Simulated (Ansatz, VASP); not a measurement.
One calculation of Fe, two programs

```xyz
1
Lattice="0.0000 1.9417 1.9651 1.4984 0.0000 1.9651 1.4984 1.9417 0.0000" Properties=species:S:1:pos:R:3 pbc="T T T"
Fe    0.0000    0.0000    0.0000
```

Alike in both runs: functional BLYP; k mesh 13 × 13 × 13; occupations fermi-dirac, width 0.05 eV; collinear spin.

|  | VASP | Ansatz |
| --- | --- | --- |
| version | VASP 6.6.1 | Ansatz 0.2.0 |
| potentials or method | VASP PAW PBE potentials, release 64 (Fe) | Ansatz PAW |
| plane-wave cutoff (eV) | 520 | 420 |
| valence electrons in the cell | 8 | 16 |
| task | single point | band structure |

|  | VASP | Ansatz | Ansatz less VASP |
| --- | --- | --- | --- |
| gap on the k mesh at the Fermi level (eV) | none | none | - |
| pressure (GPa) | 7.2 | 7.0 | -0.23 |
| traceless stress, the component that is largest in VASP (GPa) | -5.57 | -5.62 | -0.049 |
| net moment per atom (μB) | 2.15 | 2.14 | -0.010 |
| size of the moment on the site where the two differ most (μB) | 2.15 | 2.18 | +0.035 |

VASP's potentials were made for PBE, not for BLYP. Site moments also hang on the region over which each program counts them. A gap of «none» marks a metal or a gap that the smearing closes. VASP's potentials hold 8 valence electrons a cell and Ansatz's 16, so a difference there can come from the potentials and not from the codes.
